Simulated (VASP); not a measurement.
A run of VASP 6.6.1 is set up as follows.

The input INCAR:

```
  PREC = Accurate
  ENCUT = 500
  EDIFF = 1E-6
  ISMEAR = 0
  SIGMA = 0.01
  LREAL = False
  LASPH = True
  NELM = 120
  ALGO = Normal
  ISIF = 2
  LWAVE = False
  LCHARG = False
  GGA = CA
  NBANDS = 15
  GGA_COMPAT = False
```

Contents of KPOINTS:

```
regular mesh
0
Gamma
  4 4 4
```

Contents of POSCAR:

```
KCl
1.0
    0.0000000000      3.1448471320      3.1448471320
    3.1448471320      0.0000000000      3.1448471320
    3.1448471320      3.1448471320      0.0000000000
K Cl
1 1
Direct
    0.0000000000      0.0000000000      0.0000000000
    0.5000000000      0.5000000000      0.5000000000
```

Potentials or basis: VASP PAW LDA potentials, release 64 (K_sv, Cl).

Launch:

```bash
$ cat potpaw_LDA.64/K_sv/POTCAR potpaw_LDA.64/Cl/POTCAR > POTCAR
$ mpirun -np 1 vasp_std > vasp.out
```

Estimate the band gap on the k mesh.

4.75 eV, direct.

Estimate the pressure.

-1.9 GPa.

Caveat: the k points lie up to 0.43 Å⁻¹ apart. Expect the measured gap to be larger: semilocal functionals such as LDA lack the derivative discontinuity.
